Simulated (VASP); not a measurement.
Wanted: the native input for a VASP 6.6.1 run.

```
Task                   : single point
Functional             : r2SCAN
Potentials or basis    : VASP PAW PBE potentials, release 64 (W_sv, C)
Cutoff                 : 520 eV
k mesh                 : 2 × 2 × 1
Occupations            : fermi-dirac, width 0.05 eV
Spin                   : no spin polarisation
Dipole correction      : no
Further INCAR settings : LREAL = Auto; ALGO = Normal; EDIFF = 1e-06; NBANDS = 133
```

Slab: W13C12, a slab with vacuum.

```
W C
1.0
     5.79680    0.00000    0.00000
    -2.89840    5.02018    0.00000
     0.00000    0.00000   19.07200
W C
13 12
Cartesian
  0.0000 0.0000 1.0000
  -0.0342 0.0179 3.8245
  -0.0118 0.0314 6.6731
  -1.4492 2.5101 1.0000
  -1.4469 2.4789 3.8195
  -1.4808 2.5150 6.6899
  2.8984 0.0000 1.0000
  2.9102 -0.0075 3.8183
  2.8821 0.0255 6.7252
  1.4492 2.5101 1.0000
  1.4069 2.4947 3.8003
  1.4150 2.5006 6.5551
  1.4655 2.5553 9.0754
  1.4492 0.8367 2.4144
  1.4229 0.8641 5.1905
  1.3807 0.9112 7.9572
  0.0000 3.3468 2.4144
  -0.0052 3.3326 5.1930
  0.0811 3.3552 7.9322
  4.3476 0.8367 2.4144
  4.2986 0.8636 5.2512
  4.3311 0.8559 7.8840
  2.8984 3.3468 2.4144
  2.8381 3.3358 5.1897
  2.8557 3.3343 8.0000
```

These files were run (other wordings do the same):

POSCAR

```
W13C12
1.0
    5.7968000000      0.0000000000      0.0000000000
   -2.8984000000      5.0201760000      0.0000000000
    0.0000000000      0.0000000000     19.0720000000
W C
13 12
Direct
    0.0000000000      0.0000000000      0.0524328859
   -0.0041170008      0.0035656120      0.2005295721
    0.0010917745      0.0062547608      0.3498898909
    0.0000011952      0.5000023904      0.0524328859
   -0.0027094950      0.4937874688      0.2002674077
   -0.0049620576      0.5009784518      0.3507707634
    0.5000000000      0.0000000000      0.0524328859
    0.5012886201     -0.0014939715      0.2002044883
    0.4997278554      0.0050795032      0.3526216443
    0.5000011952      0.5000023904      0.0524328859
    0.4911702550      0.4969347688      0.1992606963
    0.4931552064      0.4981100264      0.3437028104
    0.5073149256      0.5090060588      0.4758494128
    0.3333337317      0.1666674635      0.1265939597
    0.3315257338      0.1721254394      0.2721528943
    0.3289369258      0.1815075806      0.4172189597
    0.3333349269      0.6666698538      0.1265939597
    0.3310235872      0.6638412677      0.2722839765
    0.3481620285      0.6683431019      0.4159081376
    0.8333337317      0.1666674635      0.1265939597
    0.8275599811      0.1720258413      0.2753355705
    0.8323996173      0.1704920306      0.4133808725
    0.8333349269      0.6666698538      0.1265939597
    0.8218370569      0.6644786956      0.2721109480
    0.8247238176      0.6641799013      0.4194630872
```

INCAR.step1

```
SYSTEM = W13C12
PREC     = Accurate       ! precision mode
ENCUT    = 520            ! plane-wave cutoff, eV
ISMEAR   = -1             ! smearing method
SIGMA    = 0.05           ! smearing width, eV
LREAL    = Auto         
LASPH    = .TRUE.         ! aspherical terms in the spheres
NELM     = 60             ! most SCF steps
NBANDS   = 133            ! bands
GGA      = PE             ! functional
ALGO     = Normal         ! electronic algorithm
EDIFF    = 1E-4           ! SCF threshold, eV
LWAVE    = .TRUE.         ! write WAVECAR
LCHARG   = .FALSE.        ! write CHGCAR
```

INCAR.step2

```
SYSTEM = W13C12
PREC     = Accurate       ! precision mode
ENCUT    = 520            ! plane-wave cutoff, eV
EDIFF    = 1E-6           ! SCF threshold, eV
ISMEAR   = -1             ! smearing method
SIGMA    = 0.05           ! smearing width, eV
LREAL    = Auto         
LASPH    = .TRUE.         ! aspherical terms in the spheres
NELM     = 60             ! most SCF steps
ALGO     = Normal         ! electronic algorithm
ISIF     = 2              ! what is computed and relaxed
LWAVE    = .FALSE.        ! write WAVECAR
LCHARG   = .FALSE.        ! write CHGCAR
METAGGA  = R2SCAN         ! meta-GGA
LMIXTAU  = .TRUE.       
NBANDS   = 133            ! bands
ISTART   = 1
```

KPOINTS

```
regular mesh
0
G
  2 2 1
  0 0 0
```

Potentials or basis: VASP PAW PBE potentials, release 64 (W_sv, C).

The run is started by

```sh
$ cat potpaw_PBE.64/W_sv/POTCAR potpaw_PBE.64/C/POTCAR > POTCAR
$ cp INCAR.step1 INCAR
$ mpirun -np 1 vasp_std > vasp.out
$ cp INCAR.step2 INCAR
$ mpirun -np 1 vasp_std > vasp.out
```

Results of the run:

- Largest force: 1.772 eV/Å
- Band gap on the k mesh: zero (band 115 reaches 3.46 eV, above the bottom of band 116 at 3.35 eV)

Caveat: the k points lie up to 0.63 Å⁻¹ apart; the PAW data sets were made with another functional, which shifts forces and pressure a little; spin-orbit coupling is left out, which moves the levels of the heavy elements.

Wall time 42 min on 1 thread of Intel(R) Xeon(R) 6975P-C (Granite Rapids), on a shared host, peak memory 0.85 GiB.
